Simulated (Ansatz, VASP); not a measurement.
## Two plane-wave programs on MgO

```xyz
2
Lattice="0.0000 2.1351 2.1351 2.1351 0.0000 2.1351 2.1351 2.1351 0.0000" Properties=species:S:1:pos:R:3 pbc="T T T"
Mg    0.0000    0.0000    0.0000
O     2.1351    2.1351    2.1351
```

Alike in both runs: task single point; functional PBE-based global hybrid; k mesh 6 × 6 × 6; occupations gaussian, width 0.05 eV; no spin polarisation.

|  | VASP | Ansatz |
| --- | --- | --- |
| version | VASP 6.6.1 | Ansatz 0.2.0 |
| potentials or method | VASP PAW PBE potentials, release 64 (Mg, O), cutoff 520 eV | scalar-relativistic, plane waves, PAW |
| valence electrons in the cell | 8 | 16 |

Ansatz gave:

* gap on the k mesh at the Fermi level (eV): 5.31
* least direct gap on the mesh (eV): 5.31
* pressure (GPa): -4.0

Task: Estimate VASP's values.

Result: gap on the k mesh at the Fermi level (eV): 5.29; least direct gap on the mesh (eV): 5.29; pressure (GPa): -4.6.

VASP's potentials were made for PBE, not for PBE-based global hybrid. With one functional, cell and mesh, what is left measures potentials, basis and numerics. VASP's potentials hold 8 valence electrons a cell and Ansatz's 16, so a difference there can come from the potentials and not from the codes. Ansatz's warnings: stress exchange threshold loose, stress scf threshold loose.

The k mesh is coarse, so the values compare programs but aren't converged.
